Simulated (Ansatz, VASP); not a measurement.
# BN: VASP beside Ansatz

Contents of INCAR:

```
PREC     = Accurate       # precision mode
ENCUT    = 520            # plane-wave cutoff, eV
EDIFF    = 1E-7           # SCF threshold, eV
ISMEAR   = 0              # smearing method
SIGMA    = 0.1            # smearing width, eV
LREAL    = F              # projectors in reciprocal space
LASPH    = T              # aspherical terms in the spheres
NELM     = 80             # most SCF steps
ALGO     = Normal         # electronic algorithm
ISIF     = 2              # what is computed and relaxed
LWAVE    = F              # write WAVECAR
LCHARG   = F              # write CHGCAR
GGA      = PE             # functional
NBANDS   = 26             # bands
```

Contents of KPOINTS:

```
Automatic mesh
0
Gamma
  6 6 1
```

File POSCAR:

```
BN
1.0
    2.5121490623      0.0000000000      0.0000000000
   -1.2560745311      2.1755849060      0.0000000000
    0.0000000000      0.0000000000     16.7037934110
B N
4 4
Direct
    0.0000000000      0.0000000000      0.2500000000
    0.0000000000      0.0000000000      0.7500000000
    0.3333333333      0.6666666667      0.0000000000
    0.3333333333      0.6666666667      0.5000000000
    0.3333333333      0.6666666667      0.2500000000
    0.3333333333      0.6666666667      0.7500000000
    0.6666666667      0.3333333333      0.0000000000
    0.6666666667      0.3333333333      0.5000000000
```

Input for Ansatz:

```yaml
crystal:
  lattice:
    - [2.5121490623, 0.0, 0.0]
    - [-1.2560745311, 2.175584906, 0.0]
    - [0.0, 0.0, 16.703793411]
  atoms:
    - { symbol: B, position: [0.0, 0.0, 0.25] }
    - { symbol: B, position: [0.0, 0.0, 0.75] }
    - { symbol: B, position: [0.3333333333, 0.6666666667, 0.0] }
    - { symbol: B, position: [0.3333333333, 0.6666666667, 0.5] }
    - { symbol: "N", position: [0.3333333333, 0.6666666667, 0.25] }
    - { symbol: "N", position: [0.3333333333, 0.6666666667, 0.75] }
    - { symbol: "N", position: [0.6666666667, 0.3333333333, 0.0] }
    - { symbol: "N", position: [0.6666666667, 0.3333333333, 0.5] }
basis:
  ecutwfc: 420
kpoints:
  mp_grid: { grid: [6, 6, 1] }
hamiltonian:
  xc: pbe
scf:
  occupations: { method: gaussian, width: 0.1 }
  lower_state_search: "off"
output:
  forces: true
  stress: true
  eigenvalues: true
```

Alike in both runs: task single point; functional PBE; k mesh 6 × 6 × 1; occupations gaussian, width 0.1 eV; no spin polarisation.

|  | VASP | Ansatz |
| --- | --- | --- |
| version | VASP 6.6.1 | Ansatz 0.2.0 |
| potentials or method | VASP PAW PBE potentials, release 64 (B, N), cutoff 520 eV | scalar-relativistic, plane waves, PAW |
| valence electrons in the cell | 32 | 32 |

Ansatz gave:

* gap on the k mesh at the Fermi level (eV): 4.39
* least direct gap on the mesh (eV): 4.64
* pressure (GPa): 0.0
* traceless stress, the component that is largest in VASP (GPa): 0.05

Problem. Which values does VASP return?

Solution. gap on the k mesh at the Fermi level (eV): 4.39; least direct gap on the mesh (eV): 4.64; pressure (GPa): 0.0; traceless stress, the component that is largest in VASP (GPa): -0.12.

With one functional, cell and mesh, what is left measures potentials, basis and numerics.

The k mesh is coarse, so the values compare programs but aren't converged.
